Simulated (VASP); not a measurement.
A run of VASP 6.6.1:

The input INCAR:

```
SYSTEM = MgZn5O6
PREC     = Accurate       ! precision mode
ENCUT    = 520            ! plane-wave cutoff, eV
EDIFF    = 1E-6           ! SCF threshold, eV
ISMEAR   = 0              ! smearing method
SIGMA    = 0.1            ! smearing width, eV
LREAL    = .False.        ! projectors in reciprocal space
LASPH    = .True.         ! aspherical terms in the spheres
NELM     = 100            ! most SCF steps
ALGO     = Normal         ! electronic algorithm
ISIF     = 2              ! what is computed and relaxed
LWAVE    = .False.        ! write WAVECAR
LCHARG   = .False.        ! write CHGCAR
GGA      = PE             ! functional
NBANDS   = 61             ! bands
```

File KPOINTS:

```
regular mesh
0
Gamma
  6 6 2
  0 0 0
```

The input POSCAR:

```
MgZn5O6
1.0
    3.2708702000      0.0000000000      0.0000000000
    0.0000000000      3.2708702000      0.0000000000
    0.0000000000      0.0000000000     13.7851637000
Mg Zn O
1 5 6
Direct
    0.0000000000      0.0000000000      0.5000000000
    0.0000000000      0.0000000000      0.8328970000
    0.5000000000      0.5000000000      0.0000000000
    0.0000000000      0.0000000000      0.1671030000
    0.5000000000      0.5000000000      0.3343060000
    0.5000000000      0.5000000000      0.6656940000
    0.5000000000      0.0000000000      0.0835540000
    0.0000000000      0.5000000000      0.2506190000
    0.5000000000      0.0000000000      0.4183920000
    0.0000000000      0.5000000000      0.5816080000
    0.5000000000      0.0000000000      0.7493810000
    0.0000000000      0.5000000000      0.9164460000
```

Potentials or basis: VASP PAW PBE potentials, release 64 (Mg, Zn, O).

Command:

```console
$ cat potpaw_PBE.64/Mg/POTCAR potpaw_PBE.64/Zn/POTCAR potpaw_PBE.64/O/POTCAR > POTCAR
$ mpirun -np 1 vasp_std > vasp.out
```

Hardware: 1 thread of Intel(R) Xeon(R) Platinum 8259CL CPU @ 2.50GHz (Skylake/Cascade Lake), on a shared host.

Q: How long does it take, and how much memory?

A: It took 5.2 min on 1 thread of Intel(R) Xeon(R) Platinum 8259CL CPU @ 2.50GHz (Skylake/Cascade Lake), with other jobs on the host, peak memory 0.31 GiB. Counts: scf iterations 16, k points 20.
